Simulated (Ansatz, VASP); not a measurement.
# GaP2: VASP beside Ansatz

```
Ga P
1.0
     4.65792    0.00000    0.00000
     0.00000    4.65792    0.00000
     0.00000    0.00000    2.17599
Ga P
1 2
Direct
  0.00000 0.00000 0.00000
  0.00000 0.50000 0.00000
  0.50000 0.00000 0.00000
```

Alike in both runs: task relaxation of cell and atoms; functional PBE; k mesh 4 × 4 × 8; occupations gaussian, width 0.1 eV; no spin polarisation.

|  | VASP | Ansatz |
| --- | --- | --- |
| version | VASP 6.6.1 | Ansatz 0.2.0 |
| potentials or method | VASP PAW PBE potentials, release 64 (Ga_d, P), cutoff 600 eV | scalar-relativistic, plane waves, PAW |
| valence electrons in the cell | 23 | 23 |

```csv
,VASP,Ansatz,Ansatz less VASP
"gap on the k mesh at the Fermi level, each at its own relaxed structure (eV)",none,none,-
relaxed volume (Å³/atom),20.65,20.54,-0.101
relaxed length of the cell vector where the two differ most in proportion (Å),5.139,5.129,-0.0104
```

A gap of «none» marks a metal or a gap that the smearing closes.

The k mesh is coarse, so the values compare programs but aren't converged. Noted on VASP's run: the volume moved by over 15 % at a fixed basis, so the end points are rough.
